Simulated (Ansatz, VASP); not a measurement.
**BeCd3S2 in VASP and in Ansatz**

```xyz
6
Lattice="4.6585 0.0000 0.0000 0.0000 4.6585 0.0000 0.0000 0.0000 6.6340" Properties=species:S:1:pos:R:3 pbc="T T T"
Be    0.0000    0.0000    3.3170
Cd    2.3292    2.3292    0.0000
Cd    0.0000    0.0000    0.0000
Cd    2.3292    2.3292    3.3170
S     0.0000    2.3292    1.7773
S     2.3292    0.0000    4.8567
```

Change from the starting cell: species swapped into the Li3MnAs2 type (P-4m2, No. 115).

Alike in both runs: task single point; functional PBE; k mesh 4 × 4 × 4; occupations gaussian, width 0.1 eV; no spin polarisation.

|  | VASP | Ansatz |
| --- | --- | --- |
| version | VASP 6.6.1 | Ansatz 0.2.0 |
| potentials or method | VASP PAW PBE potentials, release 64 (Be, Cd, S), cutoff 520 eV | scalar-relativistic, plane waves, PAW |
| valence electrons in the cell | 50 | 74 |

VASP gave:

| Property | Result |
| --- | --- |
| gap on the k mesh at the Fermi level (eV) | none |
| pressure (GPa) | -2.4 |
| traceless stress, the component that is largest in VASP (GPa) | 0.77 |
| rms of the force components (eV/Å) | 0.398 |

Question: What did Ansatz give for the same quantities?

Answer: gap on the k mesh at the Fermi level (eV): none; pressure (GPa): -2.6; traceless stress, the component that is largest in VASP (GPa): 0.77; rms of the force components (eV/Å): 0.395.

Atom by atom the forces differ by 0.003 eV/Å (rms over components). A gap of «none» marks a metal or a gap that the smearing closes. VASP's potentials hold 50 valence electrons a cell and Ansatz's 74, so a difference there can come from the potentials and not from the codes.
